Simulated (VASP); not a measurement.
# AsPdPtS2 (Cc) in VASP: notebook, part 2 of 2

VASP 6.6.1. Earlier steps stand in the parts before.

## 4. Single point, r2SCAN

The input, POSCAR:

```
AsPdPtS2
1.0
    3.7966262300      0.0000000000      0.0000000000
    1.8983131100     -8.0238607100      0.0000000000
    0.0000000000      0.0000000000     -5.9152978100
Pt Pd As S
2 2 2 4
Direct
    0.2330000000      0.6400000000      0.7500000000
    0.8730000000      0.3600000000      0.2500000000
    0.5060000000      0.0920000000      0.7510000000
    0.5980000000      0.9080000000      0.2510000000
    0.2820000000      0.5400000000      0.1330000000
    0.8220000000      0.4600000000      0.6330000000
    0.4660000000      0.1680000000      0.3500000000
    0.6340000000      0.8320000000      0.8500000000
    0.1660000000      0.7680000000      0.3500000000
    0.9340000000      0.2320000000      0.8500000000
```

The input, INCAR.step1:

```
PREC     = Accurate       # precision mode
ENCUT    = 520            # plane-wave cutoff, eV
ISMEAR   = -1             # smearing method
SIGMA    = 0.1            # smearing width, eV
LREAL    = False          # projectors in reciprocal space
LASPH    = True           # aspherical terms in the spheres
NELM     = 100            # most SCF steps
NBANDS   = 48             # bands
GGA      = PE             # functional
ALGO     = Normal         # electronic algorithm
EDIFF    = 1E-4           # SCF threshold, eV
LWAVE    = True           # write WAVECAR
LCHARG   = False          # write CHGCAR
```

The input, INCAR.step2:

```
PREC     = Accurate       # precision mode
ENCUT    = 520            # plane-wave cutoff, eV
EDIFF    = 1E-6           # SCF threshold, eV
ISMEAR   = -1             # smearing method
SIGMA    = 0.1            # smearing width, eV
LREAL    = False          # projectors in reciprocal space
LASPH    = True           # aspherical terms in the spheres
NELM     = 100            # most SCF steps
ALGO     = Normal         # electronic algorithm
ISIF     = 2              # what is computed and relaxed
LWAVE    = False          # write WAVECAR
LCHARG   = False          # write CHGCAR
METAGGA  = R2SCAN         # meta-GGA
LMIXTAU  = True         
NBANDS   = 48             # bands
ISTART   = 1
```

The input, KPOINTS:

```
regular mesh
0
Gamma
  5 5 3
```

Potentials or basis: VASP PAW PBE potentials, release 64 (Pt, Pd, As, S).

Launch:

```console
$ cat potpaw_PBE.64/Pt/POTCAR potpaw_PBE.64/Pd/POTCAR potpaw_PBE.64/As/POTCAR potpaw_PBE.64/S/POTCAR > POTCAR
$ cp INCAR.step1 INCAR
$ mpirun -np 1 vasp_std > vasp.out
$ cp INCAR.step2 INCAR
$ mpirun -np 1 vasp_std > vasp.out
```

OUTCAR:

```text
PREC = Accurate
   ENCUT = 520
   EDIFF = 1E-6
   ISMEAR = -1
   LREAL = False
   LASPH = True
   NELM = 100
   ISIF = 2
   METAGGA = R2SCAN
   ISTART = 1

 ion  position               nearest neighbor table
   1  0.233  0.640  0.750-   5 2.40   6 2.48   6 2.49   8 2.51   8 2.52   9 2.58
   2  0.873  0.360  0.250-   6 2.40   5 2.48   5 2.49   7 2.51   7 2.52  10 2.58
   3  0.506  0.092  0.751-   8 2.17  10 2.28  10 2.29   7 2.45   4 3.31   4 3.31
   4  0.598  0.908  0.251-   7 2.17   9 2.28   9 2.29   8 2.45   3 3.31   3 3.31
   5  0.282  0.540  0.133-   9 2.23   1 2.40   2 2.48   2 2.49
   6  0.822  0.460  0.633-  10 2.23   2 2.40   1 2.48   1 2.49
   7  0.466  0.168  0.350-   4 2.17   3 2.45   2 2.51   2 2.52
   8  0.634  0.832  0.850-   3 2.17   4 2.45   1 2.51   1 2.52
   9  0.166  0.768  0.350-   5 2.23   4 2.28   4 2.29   1 2.58
  10  0.934  0.232  0.850-   6 2.23   3 2.28   3 2.29   2 2.58

  LATTYP: Found a base centered orthorhombic cell.
 ALAT       =     3.7966262300
 B/A-ratio  =     4.2268373150
 C/A-ratio  =     1.5580406002

[... 204 lines left out ...]
  band No.  band energies     occupation
      1      -8.9971      2.00000
      2      -8.3299      2.00000
      3      -7.1461      2.00000
      4      -7.0400      2.00000
      5      -5.0693      2.00000
      6      -4.4113      2.00000
[... 1213 lines left out ...]
     47      13.3719      0.00000
     48      13.5238      0.00000

------------------------ aborting loop because EDIFF is reached ----------------------------------------

  FORCE on cell =-STRESS in cart. coord.  units (eV):
  Direction    XX          YY          ZZ          XY          YZ          ZX
  --------------------------------------------------------------------------------------
  -------------------------------------------------------------------------------------
  Total        4.3949586      9.6584947      0.1201906      0.0000000      0.0000000     -0.0431052
  in kB       39.0757690     85.8740978      1.0686199      0.0000001      0.0000000     -0.3832502
  external PRESSURE =      42.0061623 kB  Pullay stress =       0.0000000 kB

 VOLUME and BASIS-vectors are now :
 -----------------------------------------------------------------------------
  energy-cutoff  :      520.00
  volume of cell :      180.20
      direct lattice vectors                 reciprocal lattice vectors
     3.796626230  0.000000000  0.000000000     0.263391743  0.062314142  0.000000000
     1.898313110 -8.023860710  0.000000000     0.000000000 -0.124628285  0.000000000
     0.000000000  0.000000000 -5.915297810     0.000000000  0.000000000 -0.169053196

 POSITION                                       TOTAL-FORCE (eV/Angst)
 -----------------------------------------------------------------------------------
      2.09953     -5.13527     -4.43647        -0.084361     -0.367539      0.877761
      3.99785     -2.88859     -1.47882        -0.084361      0.367539      0.877761
      2.09574     -0.73820     -4.44239        -0.068532     -0.716830      1.122236
      3.99405     -7.28567     -1.48474        -0.068532      0.716830      1.122236
      2.09574     -4.33288     -0.78673         0.037334      0.817367     -0.200787
      3.99405     -3.69098     -3.74438         0.037334     -0.817367     -0.200787
      2.08814     -1.34801     -2.07035         0.041058     -1.902494     -0.580357
      3.98646     -6.67585     -5.02800         0.041058      1.902494     -0.580357
      2.08814     -6.16233     -2.07035         0.074502      0.555721     -1.218853
      3.98646     -1.86154     -5.02800         0.074502     -0.555721     -1.218853
 -----------------------------------------------------------------------------------
    total drift:                                0.000124      0.000006      0.000565

  FREE ENERGIE OF THE ION-ELECTRON SYSTEM (eV)
  ---------------------------------------------------
  free  energy   TOTEN  =      -213.4720298624 eV

  energy  without entropy=     -213.2883251509  energy(sigma->0) =     -213.38017751
```

OUTCAR.step1:

```text
PREC = Accurate
   ENCUT = 520
   ISMEAR = -1
   LREAL = False
   LASPH = True
   NELM = 100
[... 1475 lines left out ...]
      3.98646     -6.67585     -5.02800         0.040959      1.921477     -0.585422
      2.08814     -6.16233     -2.07035         0.074575      0.362307     -1.331060
      3.98646     -1.86154     -5.02800         0.074575     -0.362307     -1.331060
 -----------------------------------------------------------------------------------
    total drift:                               -0.000099      0.000006     -0.000197

  FREE ENERGIE OF THE ION-ELECTRON SYSTEM (eV)
  ---------------------------------------------------
  free  energy   TOTEN  =       -50.8494970514 eV

  energy  without entropy=      -50.6602960272  energy(sigma->0) =      -50.75489654
```

OSZICAR.step1:

```text
N       E                     dE             d eps       ncg     rms          rms(c)
DAV:   1     0.447105010250E+03    0.44711E+03   -0.34844E+04  2304   0.141E+03
DAV:   2    -0.229617797268E+02   -0.47007E+03   -0.45175E+03  2592   0.287E+02
DAV:   3    -0.528423219493E+02   -0.29881E+02   -0.29106E+02  2832   0.693E+01
DAV:   4    -0.534482230479E+02   -0.60590E+00   -0.60411E+00  2736   0.109E+01
DAV:   5    -0.534608462175E+02   -0.12623E-01   -0.12619E-01  2808   0.156E+00    0.285E+01
DAV:   6    -0.517398601759E+02    0.17210E+01   -0.19217E+01  2672   0.252E+01    0.194E+01
DAV:   7    -0.513730738231E+02    0.36679E+00   -0.99079E+00  2552   0.233E+01    0.124E+01
DAV:   8    -0.509543495945E+02    0.41872E+00   -0.32569E+00  2528   0.161E+01    0.393E+00
DAV:   9    -0.508581055043E+02    0.96244E-01   -0.58161E-01  2592   0.566E+00    0.122E+00
DAV:  10    -0.508494838064E+02    0.86217E-02   -0.68917E-02  2672   0.157E+00    0.440E-01
DAV:  11    -0.508494056640E+02    0.78142E-04   -0.39690E-03  2672   0.337E-01    0.346E-01
DAV:  12    -0.508495093396E+02   -0.10368E-03   -0.98387E-04  2792   0.138E-01    0.107E-01
DAV:  13    -0.508494970514E+02    0.12288E-04   -0.13665E-04  1696   0.720E-02
   1 F= -.50849497E+02 E0= -.50754897E+02  d E =-.189201E+00
```

Run time: 19 min. Hardware: 1 thread of AMD EPYC 7R43 (Zen 3), shared host; peak memory 0.4 GiB.

What came out:

```yaml
Free_energy: -213.4720 eV
Pressure: 4.2 GPa
Largest_force: 1.989 eV/Å
Band_gap_on_the_k_mesh: zero (band 37 reaches 7.57 eV, above the bottom of band 38 at 7.08 eV)
```

Forces on the atoms (eV/Å):
```
Pt  -0.084 -0.368  0.878
Pt  -0.084  0.368  0.878
Pd  -0.069 -0.717  1.122
Pd  -0.069  0.717  1.122
As   0.037  0.817 -0.201
As   0.037 -0.817 -0.201
S    0.041 -1.902 -0.580
S    0.041  1.902 -0.580
S    0.075  0.556 -1.219
S    0.075 -0.556 -1.219
```

Caveat: the PAW data sets were made with another functional, which shifts forces and pressure a little; spin-orbit coupling is left out, which moves the levels of the heavy elements.
